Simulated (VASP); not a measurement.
Write the native input for VASP 6.6.1 that does the following.

```yaml
Task: single point
Functional: LDA
Potentials_or_basis: VASP PAW LDA potentials, release 64 (Ti_sv)
Cutoff: 500 eV
k_mesh: 9 × 9 × 9
Occupations: methfessel-paxton, width 0.1 eV
Spin: no spin polarisation
Dipole_correction: no
Further_INCAR_settings: ALGO = Normal; EDIFF = 1e-06; NBANDS = 12
```

The structure of Ti lies in POSCAR:

```
Ti
1.0
    2.8325833550      0.0000000000      0.0000000000
    1.4162916775      2.4530891438      0.0000000000
    1.4162916775      0.8176963813      2.3127946246
Ti
1
Direct
    0.0000000000      0.0000000000      0.0000000000
```

These files were run (other wordings do the same):

INCAR

```
SYSTEM = Ti
ALGO     = Normal         ! electronic algorithm
EDIFF    = 1E-6           ! SCF threshold, eV
ENCUT    = 500            ! plane-wave cutoff, eV
GGA      = CA             ! functional
GGA_COMPAT= .FALSE.      
ISIF     = 2              ! what is computed and relaxed
ISMEAR   = 1              ! smearing method
LASPH    = .TRUE.         ! aspherical terms in the spheres
LCHARG   = .FALSE.        ! write CHGCAR
LREAL    = .FALSE.        ! projectors in reciprocal space
LWAVE    = .FALSE.        ! write WAVECAR
NBANDS   = 12             ! bands
NELM     = 120            ! most SCF steps
PREC     = Accurate       ! precision mode
SIGMA    = 0.1            ! smearing width, eV
```

KPOINTS

```
k-points
0
G
  9 9 9
  0 0 0
```

Potentials or basis: VASP PAW LDA potentials, release 64 (Ti_sv).

Run with:

```bash
$ cat potpaw_LDA.64/Ti_sv/POTCAR > POTCAR
$ mpirun -np 1 vasp_std > vasp.out
```

It gave:

| Property | Result |
| --- | --- |
| Pressure | -0.2 GPa |
| Band gap on the k mesh | zero (band 6 reaches 9.72 eV, above the bottom of band 7 at 8.33 eV) |

It took 20 s on 1 thread of AMD EPYC 7R13 (shared host), peak memory 0.1 GiB.
